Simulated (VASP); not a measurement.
# BN (P1) in VASP: further runs, part 2 of 3

VASP 6.6.1. The steps go on from the part before.

**3. Single point, PBE (mode 4 frozen in at -0.034 Å and mode 5 at -0.051 Å (largest displacements))**

INCAR reads:

```
SYSTEM = BN
PREC = Accurate
ENCUT = 520
EDIFF = 1E-7
ISMEAR = 0
SIGMA = 0.05
LREAL = .FALSE.
LASPH = .TRUE.
NELM = 60
ALGO = Normal
ISIF = 2
LWAVE = .FALSE.
LCHARG = .TRUE.
GGA = PE
LELF = .TRUE.
LVHAR = .TRUE.
NBANDS = 16
```

KPOINTS reads:

```
Automatic mesh
0
G
  6 6 6
  0 0 0
```

POSCAR reads:

```
BN
1.0
    0.0000000000     -1.8123937734     -1.8123937734
   -1.8123937734      0.0000000000     -1.8123937734
    1.8123937734      1.8123937734     -3.6247875468
B N
2 2
Direct
    0.0187338588      0.0074511363      0.0000000000
    0.4812661412      0.4925488637      0.5000000000
    0.3941715814      0.3826252345      0.8750000000
    0.8558284186      0.8673747655      0.3750000000
```

Potentials or basis: VASP PAW PBE potentials, release 64 (B, N).

On the command line:

```bash
> cat potpaw_PBE.64/B/POTCAR potpaw_PBE.64/N/POTCAR > POTCAR
> mpirun -np 1 vasp_std > vasp.out
```

OUTCAR:

```text
SYSTEM = BN
   PREC = Accurate
   ENCUT = 520
   EDIFF = 1E-7
   ISMEAR = 0
   LREAL = .FALSE.
   LASPH = .TRUE.
   NELM = 60
   ISIF = 2
   GGA = PE

 ion  position               nearest neighbor table
   1  0.019  0.007  0.000-   3 1.57   3 1.57   3 1.57   4 1.57
   2  0.481  0.493  0.500-   4 1.57   4 1.57   4 1.57   3 1.57
   3  0.394  0.383  0.875-   1 1.57   1 1.57   1 1.57   2 1.57
   4  0.856  0.867  0.375-   2 1.57   2 1.57   2 1.57   1 1.57

  LATTYP: Found a trigonal (rhomboedric) cell.
 ALAT       =     4.4394399578
 COS(alpha) =     0.8333333333

  Lattice vectors:

 A1 = (   1.8123937734,   3.6247875468,  -1.8123937734)
 A2 = (   3.6247875468,   1.8123937734,  -1.8123937734)
 A3 = (   1.8123937734,   1.8123937734,  -3.6247875468)

Analysis of symmetry for initial positions (statically):
=====================================================================
 Subroutine PRICEL returns:
 Original cell was already a primitive cell.

 Routine SETGRP: Setting up the symmetry group for a
 trigonal (rhombohedral) supercell.

 Subroutine GETGRP returns: Found  1 space group operations
 (whereof  1 operations were pure point group operations)
 out of a pool of 12 trial point group operations.

The static configuration has the point symmetry C_1 .

Analysis of symmetry for dynamics (positions and initial velocities):
=====================================================================
 Subroutine PRICEL returns:
 Original cell was already a primitive cell.

 Routine SETGRP: Setting up the symmetry group for a
 trigonal (rhombohedral) supercell.

 Subroutine GETGRP returns: Found  1 space group operations
 (whereof  1 operations were pure point group operations)
 out of a pool of 12 trial point group operations.

The dynamic configuration has the point symmetry C_1 .

 Subroutine INISYM returns: Found  1 space group operations
 (whereof  1 operations are pure point group operations),
 and found     1 'primitive' translations

----------------------------------------------------------------------------------------

                                     Primitive cell

  volume of cell :      23.8132

  direct lattice vectors                    reciprocal lattice vectors
     0.000000000 -1.812393773 -1.812393773     0.137939119 -0.413817356 -0.137939119
    -1.812393773  0.000000000 -1.812393773    -0.413817356  0.137939119 -0.137939119
     1.812393773  1.812393773 -3.624787547     0.137939119  0.137939119 -0.137939119

  length of vectors
     2.563111855  2.563111855  4.439439958     0.457492301  0.457492301  0.238917562

  position of ions in fractional coordinates (direct lattice)
     0.018733859  0.007451136  0.000000000
     0.481266141  0.492548864  0.500000000
     0.394171581  0.382625234  0.875000000
     0.855828419  0.867374766  0.375000000

  ion indices of the primitive-cell ions
   primitive index   ion index
                 1           1
                 2           2
                 3           3
                 4           4

----------------------------------------------------------------------------------------

 KPOINTS: Automatic mesh

Automatic generation of k-mesh.
 Grid dimensions read from file:
 generate k-points for:    6    6    6

 Generating k-lattice:

  Cartesian coordinates                     Fractional coordinates (reciprocal lattice)
     0.022989853 -0.068969559 -0.022989853     0.166666667  0.000000000 -0.000000000
    -0.068969559  0.022989853 -0.022989853     0.000000000  0.166666667 -0.000000000
     0.022989853  0.022989853 -0.022989853     0.000000000  0.000000000  0.166666667

  Length of vectors
     0.076248717  0.076248717  0.039819594

  Shift w.r.t. Gamma in fractional coordinates (k-lattice)
     0.000000000  0.000000000  0.000000000

 Subroutine IBZKPT returns following result:
 ===========================================

 Found    112 irreducible k-points:

 Following reciprocal coordinates:
            Coordinates               Weight
  0.000000  0.000000  0.000000      1.000000
  0.166667  0.000000  0.000000      2.000000
  0.000000  0.166667  0.000000      2.000000
 -0.166667 -0.166667 -0.166667      2.000000
  0.333333  0.000000 -0.000000      2.000000
  0.000000  0.333333 -0.000000      2.000000
[... 16 lines left out ...]
 -0.166667  0.500000 -0.000000      2.000000
 -0.333333  0.500000  0.500000      2.000000
 [... further k-points ...]
   k-points           NKPTS =    112   k-points in BZ     NKDIM =    112   number of bands    NBANDS=     16
   number of dos      NEDOS =    301   number of ions     NIONS =      4
   total plane-waves  NPLWV =  14400
   dimension x,y,z NGX =    20 NGY =   20 NGZ =   36
   dimension x,y,z NGXF=    40 NGYF=   40 NGZF=   72
   ions per type =               2   2
   NGX,Y,Z   is equivalent  to a cutoff of  12.97, 12.97, 13.48 a.u.
   NGXF,Y,Z  is equivalent  to a cutoff of  25.94, 25.94, 26.96 a.u.
 SYSTEM =  BN
   PREC   = accura    normal or accurate (medium, high low for compatibility)
   ISTART =      0    job   : 0-new  1-cont  2-samecut
   ICHARG =      2    charge: 1-file 2-atom 10-const
   ISPIN  =      1    spin polarized calculation?
   LNONCOLLINEAR =      F non collinear calculations
   LSORBIT =      F    spin-orbit coupling
   LASPH  =      T    aspherical Exc in radial PAW
   ENCUT  =  520.0 eV  38.22 Ry    6.18 a.u.   4.77  4.77  8.25*2*pi/ulx,y,z
   NELM   =     60;   NELMIN=  2; NELMDL= -5     # of ELM steps
   EDIFF  = 0.1E-06   stopping-criterion for ELM
   LREAL  =      F    real-space projection
   EDIFFG = 0.1E-05   stopping-criterion for IOM
   NSW    =      0    number of steps for IOM
   IBRION =     -1    ionic relax: 0-MD 1-quasi-New 2-CG
   NFREE  =      0    steps in history (QN), initial steepest desc. (CG)
   ISIF   =      2    stress and relaxation
   ISYM   =      2    0-nonsym 1-usesym 2-fastsym
   POTIM  = 0.5000    time-step for ionic-motion
   TEBEG  =    0.0;   TEEND  =   0.0 temperature during run
   PSTRESS=    0.0 pullay stress
   NELECT =      16.0000    total number of electrons
   NUPDOWN=      -1.0000    fix difference up-down
   EMIN   =  10.00;   EMAX   =-10.00  energy-range for DOS
   EFERMI =   0.00;   METHOD = LEGACY
   ISMEAR =     0;   SIGMA  =   0.05  broadening in eV -4-tet -1-fermi 0-gaus
   EFERMI_NEDOS =   21; number of points for ismear=-14 and -15
   IALGO  =     38    algorithm
   IMIX   =      4    mixing-type and parameters
     AMIX     =   0.40;   BMIX     =  1.00
     AMIX_MAG =   1.60;   BMIX_MAG =  1.00
  volume/ion in A,a.u.               =       5.95        40.17
  Fermi-wavevector in a.u.,A,eV,Ry     =   1.433867  2.709616 27.973240  2.055975
  Thomas-Fermi vector in A             =   2.553338
   LORBIT       =      0    0 simple, 1 ext, 2 COOP (PROOUT), +10 PAW based schemes
   GGA     = PE    functional components
   LHFCALC =     F    Hartree Fock is set to
   AEXX    =    0.0000 exact exchange contribution
   IVDW    =     0    specifies the selected vdW correction
   LEPSILON=     F    determine dielectric tensor
   LRPA    =     F    only Hartree local field effects (RPA)
 non-spin polarized calculation
 Gauss-broadening in eV      SIGMA  =   0.05
  energy-cutoff  :      520.00
  volume of cell :       23.81
 maximum number of plane-waves:       663
   NGX =  9   NGY =  9   NGZ = 17

 number of electron      16.0000001 magnetization

 Free energy of the ion-electron system (eV)
  ---------------------------------------------------
  ext. energy  EPLUGINS =         0.00000000
  ---------------------------------------------------
  free energy    TOTEN  =       -34.81987090 eV

  energy without entropy =      -34.81987090  energy(sigma->0) =      -34.81987090

 E-fermi :   7.5554     XC(G=0): -12.7861

 val. band max:        7.3541249548   @ k =   0.0000   0.0000   0.0000
 cond. band min:      11.7339865635   @ k =   0.5000   0.5000   0.0000
 fundamental gap:      4.3798616087
 Fermi energy:         7.5554158499

 k-point     1 :       0.0000    0.0000    0.0000
  band No.  band energies     occupation
      1     -12.8308      2.00000
      2      -8.6460      2.00000
      3      -3.2985      2.00000
      4       5.3979      2.00000
      5       5.4104      2.00000
      6       7.2597      2.00000
[... 8 lines left out ...]
     15      18.1215      0.00000
     16      22.5325      0.00000
[... 419 lines left out ...]
 k-point    24 :      -0.3333    0.5000    0.5000
  band No.  band energies     occupation
      1      -8.8577      2.00000
      2      -7.4842      2.00000
      3      -1.6125      2.00000
      4      -0.1228      2.00000
      5       1.2788      2.00000
      6       1.9533      2.00000
[... 8 lines left out ...]
     15      22.7172      0.00000
     16      23.5930      0.00000

 [... further k-points ...]
[... 5 lines left out ...]
  --------------------------------------------------------------------------------------
  -------------------------------------------------------------------------------------
  Total        0.1228143      0.0190296     -0.0980195      0.0103033     -0.0514179     -0.0321364
  in kB        8.2630811      1.2803303     -6.5948542      0.6932157     -3.4594530     -2.1621700
  external PRESSURE =       0.9828524 kB  Pullay stress =       0.0000000 kB

 VOLUME and BASIS-vectors are now :
 -----------------------------------------------------------------------------
  energy-cutoff  :      520.00
  volume of cell :       23.81
      direct lattice vectors                 reciprocal lattice vectors
     0.000000000 -1.812393773 -1.812393773     0.137939119 -0.413817356 -0.137939119
    -1.812393773  0.000000000 -1.812393773    -0.413817356  0.137939119 -0.137939119
     1.812393773  1.812393773 -3.624787547     0.137939119  0.137939119 -0.137939119

 POSITION                                       TOTAL-FORCE (eV/Angst)
 -----------------------------------------------------------------------------------
     -0.01350     -0.03395     -0.04746         0.129369      0.313459      0.440521
      0.01350      0.03395     -3.57733        -0.119739     -0.312018     -0.432478
      0.89238      0.87145     -4.57955         0.162295      0.418014      0.579035
     -0.89238     -0.87145     -4.48242        -0.171925     -0.419455     -0.587078
 -----------------------------------------------------------------------------------
    total drift:                               -0.000027     -0.000034      0.000008

  FREE ENERGIE OF THE ION-ELECTRON SYSTEM (eV)
  ---------------------------------------------------
  free  energy   TOTEN  =       -34.8198709040 eV

  energy  without entropy=      -34.8198709040  energy(sigma->0) =      -34.81987090
```

OSZICAR:

```text
N       E                     dE             d eps       ncg     rms          rms(c)
DAV:   1     0.386228894783E+02    0.38623E+02   -0.85946E+03  3592   0.993E+02
DAV:   2    -0.343768873859E+02   -0.73000E+02   -0.68028E+02  5112   0.228E+02
DAV:   3    -0.367138660401E+02   -0.23370E+01   -0.23305E+01  4168   0.373E+01
DAV:   4    -0.367195758313E+02   -0.57098E-02   -0.57093E-02  4336   0.213E+00
DAV:   5    -0.367195922696E+02   -0.16438E-04   -0.16438E-04  4056   0.106E-01    0.941E+00
DAV:   6    -0.349735311440E+02    0.17461E+01   -0.22814E+00  4616   0.136E+01    0.446E+00
DAV:   7    -0.348475280734E+02    0.12600E+00   -0.32488E-01  4584   0.452E+00    0.275E+00
DAV:   8    -0.348211643164E+02    0.26364E-01   -0.51509E-02  4240   0.189E+00    0.270E-01
DAV:   9    -0.348196148048E+02    0.15495E-02   -0.19185E-03  4208   0.559E-01    0.132E-01
DAV:  10    -0.348198670975E+02   -0.25229E-03   -0.51807E-04  4520   0.177E-01    0.287E-02
DAV:  11    -0.348198700541E+02   -0.29567E-05   -0.40134E-05  4520   0.604E-02    0.148E-02
DAV:  12    -0.348198708244E+02   -0.77027E-06   -0.57240E-06  4528   0.245E-02    0.241E-03
DAV:  13    -0.348198709040E+02   -0.79639E-07   -0.16160E-07  2368   0.365E-03
   1 F= -.34819871E+02 E0= -.34819871E+02  d E =-.119466E-10
```

Run time: 90 s. Hardware: 1 thread of AMD EPYC 7R13, shared host; peak memory 0.13 GiB.

Results:

- Free energy: -34.8199 eV
- Pressure: 0.1 GPa
- Largest force: 0.742 eV/Å
- Band gap on the k mesh: 4.38 eV

Forces on the atoms (eV/Å):
```
B    0.129  0.313  0.441
B   -0.120 -0.312 -0.432
N    0.162  0.418  0.579
N   -0.172 -0.419 -0.587
```

Stress tensor (GPa, compression positive):
```
 0.83  0.07 -0.22
 0.07  0.13 -0.35
-0.22 -0.35 -0.66
```

Levels at points of the mesh, in eV from the valence-band top:
| k point | band 5 | band 6 | band 7 | band 8 | band 9 | band 10 | band 11 | band 12 |
| --- | --- | --- | --- | --- | --- | --- | --- | --- |
| (0.00, 0.00, 0.00) | -1.94 | -0.09 | -0.06 | 0.00 | 8.61 | 8.72 | 8.75 | 9.99 |
| (0.50, 0.00, 0.00) | -5.29 | -4.99 | -3.66 | -3.64 | 7.36 | 7.52 | 12.31 | 13.26 |
| (0.00, 0.50, 0.00) | -5.23 | -5.11 | -3.64 | -3.63 | 7.42 | 7.48 | 12.52 | 12.90 |
| (0.50, 0.50, 0.50) | -5.32 | -4.90 | -3.68 | -3.65 | 7.30 | 7.55 | 12.22 | 13.46 |
| (0.50, 0.50, 0.00) | -4.91 | -4.88 | -1.98 | -1.94 | 4.38 | 9.00 | 9.95 | 10.62 |
| (0.00, 0.50, 0.50) | -4.91 | -4.87 | -2.03 | -1.92 | 4.41 | 9.18 | 9.90 | 10.57 |
| (0.50, 0.00, 0.50) | -4.90 | -4.89 | -2.01 | -1.93 | 4.40 | 9.10 | 9.93 | 10.57 |
| (0.00, 0.00, 0.50) | -1.27 | -1.27 | -1.04 | -1.04 | 9.18 | 9.28 | 9.95 | 10.22 |

Caveat: the k points lie up to 0.48 Å⁻¹ apart; the cell differs from its parent crystal (mode 4 frozen in at -0.034 Å and mode 5 at -0.051 Å (largest displacements)). A k mesh can miss the band edges.

**4. Single point, PBE (mode 4 frozen in at -0.051 Å and mode 5 at -0.034 Å (largest displacements))**

INCAR reads:

```
PREC = Accurate ; ENCUT = 520
EDIFF = 1E-6 ; ISMEAR = 0
SIGMA = 0.05 ; LREAL = False
LASPH = True ; NELM = 100
ALGO = Normal ; ISIF = 2
LWAVE = False ; LCHARG = False
GGA = PE ; NBANDS = 16
```

KPOINTS reads:

```
Automatic mesh
0
Gamma
  6 6 6
```

POSCAR reads:

```
BN
1.0
    0.0000000000     -1.8123937734     -1.8123937734
   -1.8123937734      0.0000000000     -1.8123937734
    1.8123937734      1.8123937734     -3.6247875468
B N
2 2
Direct
    0.0098236275      0.0168525537      0.0000000000
    0.4901763725      0.4831474463      0.5000000000
    0.3850531597      0.3922463190      0.8750000000
    0.8649468403      0.8577536810      0.3750000000
```

On the command line:

```bash
> cat potpaw_PBE.64/B/POTCAR potpaw_PBE.64/N/POTCAR > POTCAR
> mpirun -np 1 vasp_std > vasp.out
```

It took 82 s on 1 thread of AMD EPYC 7R13, shared host; peak memory 0.13 GiB.

It converged, with:

- Free energy: -34.8199 eV
- Pressure: 0.1 GPa
- Largest force: 0.743 eV/Å
- Band gap on the k mesh: 4.38 eV

Forces on the atoms (eV/Å):
```
B    0.283  0.168  0.449
B   -0.280 -0.160 -0.440
N    0.375  0.216  0.589
N   -0.379 -0.224 -0.598
```

Stress tensor (GPa, compression positive):
```
 0.29  0.06 -0.33
 0.06  0.74 -0.25
-0.33 -0.25 -0.71
```

Levels at points of the mesh, in eV from the valence-band top:
| k point | band 5 | band 6 | band 7 | band 8 | band 9 | band 10 | band 11 | band 12 |
| --- | --- | --- | --- | --- | --- | --- | --- | --- |
| (0.00, 0.00, 0.00) | -1.94 | -0.09 | -0.06 | 0.00 | 8.61 | 8.73 | 8.75 | 10.00 |
| (0.50, 0.00, 0.00) | -5.24 | -5.09 | -3.64 | -3.63 | 7.41 | 7.49 | 12.47 | 12.98 |
| (0.00, 0.50, 0.00) | -5.28 | -5.01 | -3.65 | -3.63 | 7.37 | 7.51 | 12.34 | 13.20 |
| (0.50, 0.50, 0.50) | -5.32 | -4.89 | -3.68 | -3.65 | 7.30 | 7.55 | 12.21 | 13.46 |
| (0.50, 0.50, 0.00) | -4.91 | -4.88 | -1.98 | -1.94 | 4.38 | 9.00 | 9.96 | 10.63 |
| (0.00, 0.50, 0.50) | -4.90 | -4.88 | -2.01 | -1.92 | 4.40 | 9.12 | 9.92 | 10.56 |
| (0.50, 0.00, 0.50) | -4.91 | -4.87 | -2.03 | -1.92 | 4.41 | 9.17 | 9.91 | 10.56 |
| (0.00, 0.00, 0.50) | -1.27 | -1.27 | -1.04 | -1.04 | 9.17 | 9.30 | 9.92 | 10.25 |

Caveat: the k points lie up to 0.48 Å⁻¹ apart; the cell differs from its parent crystal (mode 4 frozen in at -0.051 Å and mode 5 at -0.034 Å (largest displacements)).

[end of part 2 of 3]
